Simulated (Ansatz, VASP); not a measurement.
# Two plane-wave programs on AlNi

```
Al Ni
1.0
     1.98749   -1.98744    0.00000
     1.98749    1.98744    0.00000
     0.00000    0.00000    2.94540
Al Ni
1 1
Direct
  0.00000 0.00000 0.00000
  0.50000 0.50000 0.50000
```

Alike in both runs: task single point; functional PBEsol; k mesh 16 × 16 × 16; occupations gaussian, width 0.15 eV; no spin polarisation.

```csv
,VASP,Ansatz
version,VASP 6.6.1,Ansatz 0.2.0
potentials or method,"VASP PAW PBE potentials, release 64 (Al, Ni), cutoff 520 eV","scalar-relativistic, plane waves, PAW"
valence electrons in the cell,13,21
```

Ansatz gave:

```
gap on the k mesh at the Fermi level (eV)                     : none
pressure (GPa)                                                : 1.4
traceless stress, the component that is largest in VASP (GPa) : -2.24
```

Problem. Which values does VASP return?

Solution. gap on the k mesh at the Fermi level (eV): none; pressure (GPa): 1.7; traceless stress, the component that is largest in VASP (GPa): -2.31.

VASP's potentials were made for PBE, not for PBEsol, and Ansatz warns of the same on its side. A gap of «none» marks a metal or a gap that the smearing closes. VASP's potentials hold 13 valence electrons a cell and Ansatz's 21, so a difference there can come from the potentials and not from the codes. Ansatz's warnings: near symmetry operations not taken.
